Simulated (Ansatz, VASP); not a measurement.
## Two plane-wave programs on Pt

```
Pt
1.0
     0.00000    1.82034    1.82034
     1.82034    0.00000    1.82034
     1.82034    1.82034    0.00000
Pt
1
Direct
  0.00000 0.00000 0.00000
```

Change from the starting cell: volume scaled by 0.8.

Alike in both runs: functional HF; k mesh 9 × 9 × 9; occupations fermi-dirac, width 0.025 eV; no spin polarisation.

|  | VASP | Ansatz |
| --- | --- | --- |
| version | VASP 6.6.1 | Ansatz 0.2.0 |
| potentials or method | VASP PAW PBE potentials, release 64 (Pt) | Ansatz PAW earlier set |
| plane-wave cutoff (eV) | 400 | 570 |
| valence electrons in the cell | 10 | 18 |
| task | single point | atomic charges |

```csv
,VASP,Ansatz,Ansatz less VASP
gap on the k mesh at the Fermi level (eV),none,none,-
pressure (GPa),129.7,125.0,-4.75
```

VASP's potentials were made for PBE, not for HF. A gap of «none» marks a metal or a gap that the smearing closes. Both programs put the cell under a high pressure, so it lies far from rest at this level. The functional is the same, so the differences come from potentials, cutoffs and numerics. VASP's potentials hold 10 valence electrons a cell and Ansatz's 18, so a difference there can come from the potentials and not from the codes.

Spin-orbit coupling is off throughout. Noted on VASP's run: the cell as given lies far from equilibrium. Noted on Ansatz's run: Pulay correction over one GPa.
